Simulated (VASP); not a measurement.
Wanted: the native input for a VASP 6.6.1 run.

```
Task                   : single point
Functional             : PBEsol
Potentials or basis    : VASP PAW PBE potentials, release 64 (O, Ba_sv)
Cutoff                 : 600 eV
k mesh                 : 1 × 1 × 1, shifted
Occupations            : fermi-dirac, width 0.05 eV
Spin                   : no spin polarisation
Dipole correction      : no
Further INCAR settings : LREAL = Auto; ALGO = Normal; EDIFF = 1e-06; NBANDS = 294; ISYM = 0
```

The structure of BaO lies in POSCAR:

```
BaO
1.0
   10.9807560000      0.0000000000      0.0000000000
    0.0000000000     10.9807560000      0.0000000000
    0.0000000000      0.0000000000     10.9807560000
O Ba
32 32
Direct
    0.2500000000      0.0000000000      0.0000000000
    0.2500000000      0.0000000000      0.5000000000
    0.2500000000      0.5000000000      0.0000000000
    0.2500000000      0.5000000000      0.5000000000
    0.7500000000      0.0000000000      0.0000000000
    0.7500000000      0.0000000000      0.5000000000
    0.7500000000      0.5000000000      0.0000000000
    0.7500000000      0.5000000000      0.5000000000
    0.0000000000      0.2500000000      0.0000000000
    0.0000000000      0.2500000000      0.5000000000
    0.0000000000      0.7500000000      0.0000000000
    0.0000000000      0.7500000000      0.5000000000
    0.5000000000      0.2500000000      0.0000000000
    0.5000000000      0.2500000000      0.5000000000
    0.5000000000      0.7500000000      0.0000000000
    0.5000000000      0.7500000000      0.5000000000
    0.0000000000      0.0000000000      0.2500000000
    0.0000000000      0.0000000000      0.7500000000
    0.0000000000      0.5000000000      0.2500000000
    0.0000000000      0.5000000000      0.7500000000
    0.5000000000      0.0000000000      0.2500000000
    0.5000000000      0.0000000000      0.7500000000
    0.5000000000      0.5000000000      0.2500000000
    0.5000000000      0.5000000000      0.7500000000
    0.2500000000      0.2500000000      0.2500000000
    0.2500000000      0.2500000000      0.7500000000
    0.2500000000      0.7500000000      0.2500000000
    0.2500000000      0.7500000000      0.7500000000
    0.7500000000      0.2500000000      0.2500000000
    0.7500000000      0.2500000000      0.7500000000
    0.7500000000      0.7500000000      0.2500000000
    0.7500000000      0.7500000000      0.7500000000
    0.0000000000      0.0000000000      0.0000000000
    0.0000000000      0.0000000000      0.5000000000
    0.0000000000      0.5000000000      0.0000000000
    0.0000000000      0.5000000000      0.5000000000
    0.5000000000      0.0000000000      0.0000000000
    0.5000000000      0.0000000000      0.5000000000
    0.5000000000      0.5000000000      0.0000000000
    0.5000000000      0.5000000000      0.5000000000
    0.2500000000      0.2500000000      0.0000000000
    0.2500000000      0.2500000000      0.5000000000
    0.2500000000      0.7500000000      0.0000000000
    0.2500000000      0.7500000000      0.5000000000
    0.7500000000      0.2500000000      0.0000000000
    0.7500000000      0.2500000000      0.5000000000
    0.7500000000      0.7500000000      0.0000000000
    0.7500000000      0.7500000000      0.5000000000
    0.2500000000      0.0000000000      0.2500000000
    0.2500000000      0.0000000000      0.7500000000
    0.2500000000      0.5000000000      0.2500000000
    0.2500000000      0.5000000000      0.7500000000
    0.7500000000      0.0000000000      0.2500000000
    0.7500000000      0.0000000000      0.7500000000
    0.7500000000      0.5000000000      0.2500000000
    0.7500000000      0.5000000000      0.7500000000
    0.0000000000      0.2500000000      0.2500000000
    0.0000000000      0.2500000000      0.7500000000
    0.0000000000      0.7500000000      0.2500000000
    0.0000000000      0.7500000000      0.7500000000
    0.5000000000      0.2500000000      0.2500000000
    0.5000000000      0.2500000000      0.7500000000
    0.5000000000      0.7500000000      0.2500000000
    0.5000000000      0.7500000000      0.7500000000
```

One way to write it, as run:

INCAR

```
PREC = Accurate ; ENCUT = 600
EDIFF = 1E-6 ; ISMEAR = -1
SIGMA = 0.05 ; LREAL = Auto
LASPH = T ; NELM = 120
ALGO = Normal ; ISIF = 2
LWAVE = F ; LCHARG = F
GGA = PS ; NBANDS = 294
ISYM = 0 ; GGA_COMPAT = F
NCORE = 4
```

KPOINTS

```
Automatic mesh
0
Gamma
  1 1 1
  0.25 0.25 0.25
```

Potentials or basis: VASP PAW PBE potentials, release 64 (O, Ba_sv).

Command:

```bash
$ cat potpaw_PBE.64/O/POTCAR potpaw_PBE.64/Ba_sv/POTCAR > POTCAR
$ mpirun -np 4 vasp_std > vasp.out
```

It gave:

| Property | Result |
| --- | --- |
| Pressure | 1.8 GPa |
| Band gap on the k mesh | 2.49 eV |

Caveat: the PAW data sets were made with another functional, which shifts forces and pressure a little; spin-orbit coupling is left out, which moves the levels of the heavy elements; a shifted mesh leaves out Γ, where band edges can lie.

It took 17 min on 4 MPI ranks on Intel(R) Xeon(R) Platinum 8259CL CPU @ 2.50GHz (Skylake/Cascade Lake) (shared host), peak memory 0.66 GiB a rank.
